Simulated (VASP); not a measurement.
Wanted: the native input for a VASP 6.6.1 run.

```
Task                   : electric field gradients
Functional             : LDA
Potentials or basis    : VASP PAW LDA potentials, release 64 (Sn_d, O)
Cutoff                 : 520 eV
k mesh                 : 6 × 6 × 5
Occupations            : fermi-dirac, width 0.02 eV
Spin                   : no spin polarisation
Dipole correction      : no
Further INCAR settings : ALGO = Normal; EDIFF = 1e-08; NBANDS = 28
```

The structure of SnO lies in POSCAR:

```
SnO
1.0
    3.8271795418      0.0000000000      0.0000000000
    0.0000000000      3.8271795418      0.0000000000
    0.0000000000      0.0000000000      4.8680274234
Sn O
2 2
Direct
    0.0000000000      0.5000000000      0.2385000000
    0.5000000000      0.0000000000      0.7615000000
    0.0000000000      0.0000000000      0.0000000000
    0.5000000000      0.5000000000      0.0000000000
```

This cell differs from its parent crystal: volume scaled by 1.02.

These files were run (other wordings do the same):

INCAR

```
SYSTEM = SnO
  PREC = Accurate
  ENCUT = 520
  EDIFF = 1E-8
  ISMEAR = -1
  SIGMA = 0.02
  LREAL = .FALSE.
  LASPH = .TRUE.
  NELM = 60
  ALGO = Normal
  ISIF = 2
  LWAVE = .FALSE.
  LCHARG = .FALSE.
  GGA = CA
  LEFG = .TRUE.
  NBANDS = 28
```

KPOINTS

```
regular mesh
0
G
  6 6 5
  0 0 0
```

Potentials or basis: VASP PAW LDA potentials, release 64 (Sn_d, O).

The run is started by

```console
$ cat potpaw_LDA.64/Sn_d/POTCAR potpaw_LDA.64/O/POTCAR > POTCAR
$ mpirun -np 1 vasp_std > vasp.out
```

It gave:

```yaml
Pressure: -4.3 GPa
Largest_force: 0.416 eV/Å
Band_gap_on_the_k_mesh: 0.15 eV, indirect (least direct gap 1.98 eV)
```

Caveat: without QUAD_EFG the Cq values of the log hold for a quadrupole moment of 1 mb, not for the nuclei; spin-orbit coupling is left out, which moves the levels of the heavy elements.

Wall time 32 s on 1 thread of AMD EPYC 9R45 96-Core Processor (Zen 5), with other jobs on the host, peak memory 0.15 GiB.
